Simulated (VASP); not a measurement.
# CuOs2 (Fm-3m) in VASP: notebook, part 2 of 2

VASP 6.6.1. The steps go on from the part before.

### Step 4. Single point, PBE

The input, INCAR:

```
PREC = Accurate ; ENCUT = 520
EDIFF = 1E-7 ; ISMEAR = 0
SIGMA = 0.1 ; LREAL = F
LASPH = T ; NELM = 100
ALGO = Normal ; ISIF = 2
LWAVE = F ; LCHARG = T
GGA = PE ; LELF = T
LVHAR = T ; NBANDS = 20
```

The input, KPOINTS:

```
regular mesh
0
Gamma
  14 14 14
```

The input, POSCAR:

```
CuOs2
1.0
    0.0000000000      2.8343141793      2.8343141793
    2.8343141793      0.0000000000      2.8343141793
    2.8343141793      2.8343141793      0.0000000000
Cu Os
1 2
Direct
    0.0000000000      0.0000000000      0.0000000000
    0.2500000000      0.2500000000      0.2500000000
    0.7500000000      0.7500000000      0.7500000000
```

Potentials or basis: VASP PAW PBE potentials, release 64 (Cu, Os).

Run with:

```bash
$ cat potpaw_PBE.64/Cu/POTCAR potpaw_PBE.64/Os/POTCAR > POTCAR
$ mpirun -np 1 vasp_std > vasp.out
```

OUTCAR:

```text
PREC = Accurate
   ENCUT = 520
   EDIFF = 1E-7
   ISMEAR = 0
   LREAL = F
   LASPH = T
   NELM = 100
   ISIF = 2
   GGA = PE

 ion  position               nearest neighbor table
   1  0.000  0.000  0.000-   2 2.45   3 2.45   3 2.45   3 2.45   3 2.45   2 2.45   2 2.45   2 2.45

   2  0.250  0.250  0.250-   1 2.45   1 2.45   1 2.45   1 2.45   3 2.83   3 2.83   3 2.83   3 2.83
                             3 2.83   3 2.83
   3  0.750  0.750  0.750-   1 2.45   1 2.45   1 2.45   1 2.45   2 2.83   2 2.83   2 2.83   2 2.83
                             2 2.83   2 2.83

  LATTYP: Found a face centered cubic cell.
 ALAT       =     5.6686283586

  Lattice vectors:

 A1 = (   0.0000000000,   2.8343141793,   2.8343141793)
 A2 = (   2.8343141793,   0.0000000000,   2.8343141793)
 A3 = (   2.8343141793,   2.8343141793,   0.0000000000)

Analysis of symmetry for initial positions (statically):
=====================================================================
 Subroutine PRICEL returns:
 Original cell was already a primitive cell.

 Routine SETGRP: Setting up the symmetry group for a
 face centered cubic supercell.

 Subroutine GETGRP returns: Found 48 space group operations
 (whereof 48 operations were pure point group operations)
 out of a pool of 48 trial point group operations.

The static configuration has the point symmetry O_h .

Analysis of symmetry for dynamics (positions and initial velocities):
=====================================================================
 Subroutine PRICEL returns:
 Original cell was already a primitive cell.

 Routine SETGRP: Setting up the symmetry group for a
 face centered cubic supercell.

 Subroutine GETGRP returns: Found 48 space group operations
 (whereof 48 operations were pure point group operations)
 out of a pool of 48 trial point group operations.

The dynamic configuration has the point symmetry O_h .

 Subroutine INISYM returns: Found 48 space group operations
 (whereof 48 operations are pure point group operations),
 and found     1 'primitive' translations

----------------------------------------------------------------------------------------

                                     Primitive cell

  volume of cell :      45.5380

  direct lattice vectors                    reciprocal lattice vectors
     0.000000000  2.834314179  2.834314179    -0.176409519  0.176409519  0.176409519
     2.834314179  0.000000000  2.834314179     0.176409519 -0.176409519  0.176409519
     2.834314179  2.834314179  0.000000000     0.176409519  0.176409519 -0.176409519

  length of vectors
     4.008325552  4.008325552  4.008325552     0.305550249  0.305550249  0.305550249

  position of ions in fractional coordinates (direct lattice)
     0.000000000  0.000000000  0.000000000
     0.250000000  0.250000000  0.250000000
     0.750000000  0.750000000  0.750000000

  ion indices of the primitive-cell ions
   primitive index   ion index
                 1           1
                 2           2
                 3           3

----------------------------------------------------------------------------------------

 KPOINTS: regular mesh

Automatic generation of k-mesh.
 Grid dimensions read from file:
 generate k-points for:   14   14   14

 Generating k-lattice:

  Cartesian coordinates                     Fractional coordinates (reciprocal lattice)
    -0.012600680  0.012600680  0.012600680     0.071428571  0.000000000  0.000000000
     0.012600680 -0.012600680  0.012600680     0.000000000  0.071428571  0.000000000
     0.012600680  0.012600680 -0.012600680     0.000000000  0.000000000  0.071428571

  Length of vectors
     0.021825018  0.021825018  0.021825018

  Shift w.r.t. Gamma in fractional coordinates (k-lattice)
     0.000000000  0.000000000  0.000000000

 Subroutine IBZKPT returns following result:
 ===========================================

 Found    104 irreducible k-points:

 Following reciprocal coordinates:
            Coordinates               Weight
  0.000000  0.000000  0.000000      1.000000
  0.071429  0.000000  0.000000      8.000000
  0.142857  0.000000  0.000000      8.000000
  0.214286  0.000000  0.000000      8.000000
  0.285714  0.000000  0.000000      8.000000
  0.357143  0.000000  0.000000      8.000000
[... 16 lines left out ...]
  0.214286  0.142857  0.000000     24.000000
  0.285714  0.142857  0.000000     24.000000
 [... further k-points ...]
   k-points           NKPTS =    104   k-points in BZ     NKDIM =    104   number of bands    NBANDS=     20
   number of dos      NEDOS =    301   number of ions     NIONS =      3
   total plane-waves  NPLWV =  27000
   dimension x,y,z NGX =    30 NGY =   30 NGZ =   30
   dimension x,y,z NGXF=    60 NGYF=   60 NGZF=   60
   ions per type =               1   2
   NGX,Y,Z   is equivalent  to a cutoff of  12.44, 12.44, 12.44 a.u.
   NGXF,Y,Z  is equivalent  to a cutoff of  24.89, 24.89, 24.89 a.u.
 SYSTEM =  unknown system
   PREC   = accura    normal or accurate (medium, high low for compatibility)
   ISTART =      0    job   : 0-new  1-cont  2-samecut
   ICHARG =      2    charge: 1-file 2-atom 10-const
   ISPIN  =      1    spin polarized calculation?
   LNONCOLLINEAR =      F non collinear calculations
   LSORBIT =      F    spin-orbit coupling
   LASPH  =      T    aspherical Exc in radial PAW
   ENCUT  =  520.0 eV  38.22 Ry    6.18 a.u.   7.45  7.45  7.45*2*pi/ulx,y,z
   NELM   =    100;   NELMIN=  2; NELMDL= -5     # of ELM steps
   EDIFF  = 0.1E-06   stopping-criterion for ELM
   LREAL  =      F    real-space projection
   EDIFFG = 0.1E-05   stopping-criterion for IOM
   NSW    =      0    number of steps for IOM
   IBRION =     -1    ionic relax: 0-MD 1-quasi-New 2-CG
   NFREE  =      0    steps in history (QN), initial steepest desc. (CG)
   ISIF   =      2    stress and relaxation
   ISYM   =      2    0-nonsym 1-usesym 2-fastsym
   POTIM  = 0.5000    time-step for ionic-motion
   TEBEG  =    0.0;   TEEND  =   0.0 temperature during run
   PSTRESS=    0.0 pullay stress
   NELECT =      27.0000    total number of electrons
   NUPDOWN=      -1.0000    fix difference up-down
   EMIN   =  10.00;   EMAX   =-10.00  energy-range for DOS
   EFERMI =   0.00;   METHOD = LEGACY
   ISMEAR =     0;   SIGMA  =   0.10  broadening in eV -4-tet -1-fermi 0-gaus
   EFERMI_NEDOS =   21; number of points for ismear=-14 and -15
   IALGO  =     38    algorithm
   IMIX   =      4    mixing-type and parameters
     AMIX     =   0.40;   BMIX     =  1.00
     AMIX_MAG =   1.60;   BMIX_MAG =  1.00
  volume/ion in A,a.u.               =      15.18       102.44
  Fermi-wavevector in a.u.,A,eV,Ry     =   1.375323  2.598984 25.735608  1.891514
  Thomas-Fermi vector in A             =   2.500669
   LORBIT       =      0    0 simple, 1 ext, 2 COOP (PROOUT), +10 PAW based schemes
   GGA     = PE    functional components
   LHFCALC =     F    Hartree Fock is set to
   AEXX    =    0.0000 exact exchange contribution
   IVDW    =     0    specifies the selected vdW correction
   LEPSILON=     F    determine dielectric tensor
   LRPA    =     F    only Hartree local field effects (RPA)
 non-spin polarized calculation
 Gauss-broadening in eV      SIGMA  =   0.10
  energy-cutoff  :      520.00
  volume of cell :       45.54
 maximum number of plane-waves:      1243
 NGX is ok and might be reduce to    30
   NGX = 15   NGY = 15   NGZ = 15

 number of electron      27.0000013 magnetization

 Free energy of the ion-electron system (eV)
  ---------------------------------------------------
  ext. energy  EPLUGINS =         0.00000000
  ---------------------------------------------------
  free energy    TOTEN  =       -22.52985694 eV

  energy without entropy =      -22.51239066  energy(sigma->0) =      -22.52112380

 E-fermi :   6.9290     XC(G=0): -12.7690

 val. band max:        6.9212149122   @ k =  -0.2143   0.0714   0.0000
 cond. band min:       6.9300037072   @ k =   0.3571   0.1429   0.0714
 fundamental gap:      0.0087887950
 Fermi energy:         6.9290122914

 k-point     1 :       0.0000    0.0000    0.0000
  band No.  band energies     occupation
      1      -2.3446      2.00000
      2       1.2305      2.00000
      3       1.2305      2.00000
      4       2.4695      2.00000
      5       2.4695      2.00000
      6       2.4695      2.00000
[... 12 lines left out ...]
     19      15.1683      0.00000
     20      15.1683      0.00000
[... 507 lines left out ...]
 k-point    24 :       0.2857    0.1429    0.0000
  band No.  band energies     occupation
      1      -1.1067      2.00000
      2       1.6198      2.00000
      3       1.7363      2.00000
      4       1.9892      2.00000
      5       2.2229      2.00000
      6       2.2358      2.00000
[... 12 lines left out ...]
     19      14.5390      0.00000
     20      16.0359      0.00000

 [... further k-points ...]
[... 5 lines left out ...]
  --------------------------------------------------------------------------------------
  -------------------------------------------------------------------------------------
  Total       -0.0491509     -0.0491509     -0.0491509     -0.0000000      0.0000000      0.0000000
  in kB       -1.7292926     -1.7292926     -1.7292926     -0.0000000      0.0000000      0.0000000
  external PRESSURE =      -1.7292926 kB  Pullay stress =       0.0000000 kB

 VOLUME and BASIS-vectors are now :
 -----------------------------------------------------------------------------
  energy-cutoff  :      520.00
  volume of cell :       45.54
      direct lattice vectors                 reciprocal lattice vectors
     0.000000000  2.834314179  2.834314179    -0.176409519  0.176409519  0.176409519
     2.834314179  0.000000000  2.834314179     0.176409519 -0.176409519  0.176409519
     2.834314179  2.834314179  0.000000000     0.176409519  0.176409519 -0.176409519

 POSITION                                       TOTAL-FORCE (eV/Angst)
 -----------------------------------------------------------------------------------
      0.00000      0.00000      0.00000         0.000000      0.000000     -0.000000
      1.41716      1.41716      1.41716        -0.000000     -0.000000     -0.000000
      4.25147      4.25147      4.25147         0.000000      0.000000      0.000000
 -----------------------------------------------------------------------------------
    total drift:                                0.000000     -0.000000     -0.000000

  FREE ENERGIE OF THE ION-ELECTRON SYSTEM (eV)
  ---------------------------------------------------
  free  energy   TOTEN  =       -22.5298569355 eV

  energy  without entropy=      -22.5123906604  energy(sigma->0) =      -22.52112380
```

OSZICAR:

```text
N       E                     dE             d eps       ncg     rms          rms(c)
DAV:   1     0.199516941129E+03    0.19952E+03   -0.12491E+04  4252   0.167E+03
DAV:   2    -0.465546549228E+01   -0.20417E+03   -0.19357E+03  4204   0.395E+02
DAV:   3    -0.248020082239E+02   -0.20147E+02   -0.18269E+02  5092   0.125E+02
DAV:   4    -0.257493586109E+02   -0.94735E+00   -0.93131E+00  4756   0.285E+01
DAV:   5    -0.257731652709E+02   -0.23807E-01   -0.23783E-01  5064   0.478E+00    0.220E+01
DAV:   6    -0.282932914193E+02   -0.25201E+01   -0.85247E+01  4504   0.297E+02    0.182E+01
DAV:   7    -0.226897581020E+02    0.56035E+01   -0.14882E+01  5368   0.977E+01    0.374E+00
DAV:   8    -0.227046063269E+02   -0.14848E-01   -0.23503E+00  6452   0.516E+01    0.408E+00
DAV:   9    -0.225334242279E+02    0.17118E+00   -0.98760E-01  6100   0.342E+01    0.139E+00
DAV:  10    -0.225422005388E+02   -0.87763E-02   -0.69945E-02  5964   0.921E+00    0.118E+00
DAV:  11    -0.225302417339E+02    0.11959E-01   -0.49344E-02  5448   0.931E+00    0.267E-01
DAV:  12    -0.225298452339E+02    0.39650E-03   -0.63278E-03  6168   0.253E+00    0.343E-02
DAV:  13    -0.225298588709E+02   -0.13637E-04   -0.29490E-04  4888   0.179E-01    0.447E-02
DAV:  14    -0.225298595394E+02   -0.66855E-06   -0.14414E-05  6372   0.915E-02    0.124E-02
DAV:  15    -0.225298569274E+02    0.26120E-05   -0.99406E-06  6048   0.290E-02    0.539E-03
DAV:  16    -0.225298569355E+02   -0.81000E-08   -0.35232E-07  4096   0.160E-02
   1 F= -.22529857E+02 E0= -.22521124E+02  d E =-.174663E-01
```

Wall time 49 s (1 thread of Intel Xeon 6975P-C (Granite Rapids), shared host); peak memory 0.23 GiB.

What came out:

- Free energy: -22.5299 eV
- Pressure: -0.2 GPa

Levels at points of the mesh, in eV from the Fermi level:
| k point | band 11 | band 12 | band 13 | band 14 | band 15 | band 16 | band 17 | band 18 |
| --- | --- | --- | --- | --- | --- | --- | --- | --- |
| (0.00, 0.00, 0.00) | -2.18 | 1.25 | 1.25 | 1.25 | 2.71 | 2.71 | 7.61 | 8.24 |
| (0.50, 0.00, 0.00) | -1.32 | -1.27 | -1.27 | -1.08 | -0.18 | -0.18 | 0.60 | 9.43 |
| (0.50, 0.50, 0.00) | -1.46 | -1.04 | 0.27 | 0.27 | 1.05 | 1.80 | 1.80 | 2.57 |

Caveat: spin-orbit coupling is left out, which moves the levels of the heavy elements.

### Step 5. Relaxation of cell and atoms, PBE

The input, INCAR:

```
SYSTEM = CuOs2
PREC = Accurate
ENCUT = 600
EDIFF = 1E-6
ISMEAR = 0
SIGMA = 0.1
LREAL = .FALSE.
LASPH = .TRUE.
NELM = 100
ALGO = Normal
ISIF = 3
LWAVE = .FALSE.
LCHARG = .FALSE.
GGA = PE
IBRION = 2
NSW = 100
EDIFFG = -0.01
```

The input, KPOINTS:

```
Automatic mesh
0
G
  14 14 14
  0 0 0
```

The input, POSCAR:

```
CuOs2
1.0
    0.0000000000      2.8334943867      2.8334943867
    2.8334943867      0.0000000000      2.8334943867
    2.8334943867      2.8334943867      0.0000000000
Cu Os
1 2
Direct
    0.0000000000      0.0000000000      0.0000000000
    0.2500000000      0.2500000000      0.2500000000
    0.7500000000      0.7500000000      0.7500000000
```

Run with:

```bash
$ cat potpaw_PBE.64/Cu/POTCAR potpaw_PBE.64/Os/POTCAR > POTCAR
$ mpirun -np 1 vasp_std > vasp.out
```

Wall time 64 s (1 thread of Intel Xeon 6975P-C (Granite Rapids), shared host); peak memory 0.25 GiB.

It converged, with:

```yaml
Free_energy: -22.5315 eV
Relaxed_volume: 15.18 Å³/atom
Relaxed_cell: a = 4.008 Å, b = 4.008 Å, c = 4.008 Å, α = 60.00°, β = 60.00°, γ = 60.00°
Space_group_after_relaxing_to_0.05_Å: Fm-3m (No. 225)
Energy_gained_by_relaxing: 0.0 meV/atom
Ionic_steps: 3
Pressure_after_relaxing: 0.1 GPa
```

Final structure:
```cif
data_structure
_symmetry_space_group_name_H-M 'P 1'
_symmetry_Int_Tables_number 1
_cell_length_a 4.0084
_cell_length_b 4.0084
_cell_length_c 4.0084
_cell_angle_alpha 60.000
_cell_angle_beta 60.000
_cell_angle_gamma 60.000
_cell_volume 45.54
loop_
_atom_site_label
_atom_site_type_symbol
_atom_site_fract_x
_atom_site_fract_y
_atom_site_fract_z
_atom_site_occupancy
Cu1 Cu 0.00000 0.00000 0.00000 1
Os1 Os 0.25000 0.25000 0.25000 1
Os2 Os 0.75000 0.75000 0.75000 1
```

Levels at points of the mesh, in eV from the Fermi level:
```
           k point  band 12  band 13  band 14  band 15  band 16  band 17
(0.00, 0.00, 0.00)     1.25     1.25     1.25     2.71     2.71     7.61
(0.50, 0.00, 0.00)    -1.27    -1.27    -1.08    -0.18    -0.18     0.60
(0.50, 0.50, 0.00)    -1.04     0.27     0.27     1.05     1.80     1.80
```

Caveat: spin-orbit coupling is left out, which moves the levels of the heavy elements.

### Step 6. The runs side by side

```tsv
task	cell	k mesh	cutoff (eV)	gap on the mesh (eV)	pressure (GPa)	relaxed volume (Å³/atom)
single point	a = 4.007 Å, angles 60.0°, 3 atoms	6 × 6 × 6	520	none	0.2	-
relaxation of cell and atoms	relaxed from a = 3.764 Å, angles 60.0°, 3 atoms	6 × 6 × 6	600	none	-0.4	15.20
single point	a = 4.008 Å, angles 60.0°, 3 atoms	14 × 14 × 14	520	none	-0.2	-
relaxation of cell and atoms	relaxed from a = 4.007 Å, angles 60.0°, 3 atoms	14 × 14 × 14	600	none	0.1	15.18
```

Alike in all rows: level PBE; potentials or basis VASP PAW PBE potentials, release 64 (Cu, Os); no spin polarisation; smearing gaussian 0.1 eV.

Caveats: spin-orbit coupling is left out, which moves the levels of the heavy elements; the volume moved by over 15 % at a fixed basis, so the end points are rough (some runs).

Absolute energies hang on the potentials; compare differences alone.
